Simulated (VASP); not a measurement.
Write the native input for VASP 6.6.1 that does the following.

```
Task                   : relaxation of cell and atoms
Functional             : PBE
Potentials or basis    : VASP PAW PBE potentials, release 64 (K_sv, I)
Cutoff                 : 600 eV
k mesh                 : 6 × 6 × 6
Occupations            : fermi-dirac, width 0.02 eV
Spin                   : no spin polarisation
Dipole correction      : no
Further INCAR settings : ALGO = Normal; EDIFF = 1e-07; IBRION = 2; EDIFFG = -0.005; NSW = 80; ISIF = 3
```

The structure of KI lies in POSCAR:

```
KI
1.0
    0.0000000000      3.5327750000      3.5327750000
    3.5327750000      0.0000000000      3.5327750000
    3.5327750000      3.5327750000      0.0000000000
K I
1 1
Direct
    0.0000000000      0.0000000000      0.0000000000
    0.5000000000      0.5000000000      0.5000000000
```

These files were run (other wordings do the same):

INCAR

```
SYSTEM = KI
ALGO = Normal ; EDIFF = 1E-7
EDIFFG = -0.005 ; ENCUT = 600
GGA = PE ; IBRION = 2
ISIF = 3 ; ISMEAR = -1
LASPH = .TRUE. ; LCHARG = .FALSE.
LREAL = .FALSE. ; LWAVE = .FALSE.
NELM = 60 ; NSW = 80
PREC = Accurate ; SIGMA = 0.02
```

KPOINTS

```
k-points
0
G
  6 6 6
  0 0 0
```

Potentials or basis: VASP PAW PBE potentials, release 64 (K_sv, I).

Launch:

```bash
$ cat potpaw_PBE.64/K_sv/POTCAR potpaw_PBE.64/I/POTCAR > POTCAR
$ mpirun -np 1 vasp_std > vasp.out
```

Results of the run:

```
Relaxed volume                        : 46.44 Å³/atom
Relaxed cell                          : a = 5.083 Å, b = 5.083 Å, c = 5.083 Å, α = 60.00°, β = 60.00°, γ = 60.00°
Space group after relaxing (to 0.1 Å) : Fm-3m (No. 225)
Energy gained by relaxing             : 4.3 meV/atom
Ionic steps                           : 4
Pressure after relaxing               : 0.0 GPa
Band gap on the k mesh                : 3.85 eV
```

Caveat: spin-orbit coupling is left out, which moves the levels of the heavy elements.

Run time: 58 s on 1 thread of AMD EPYC 7R13 Processor (Zen 3) (shared host), peak memory 0.22 GiB.
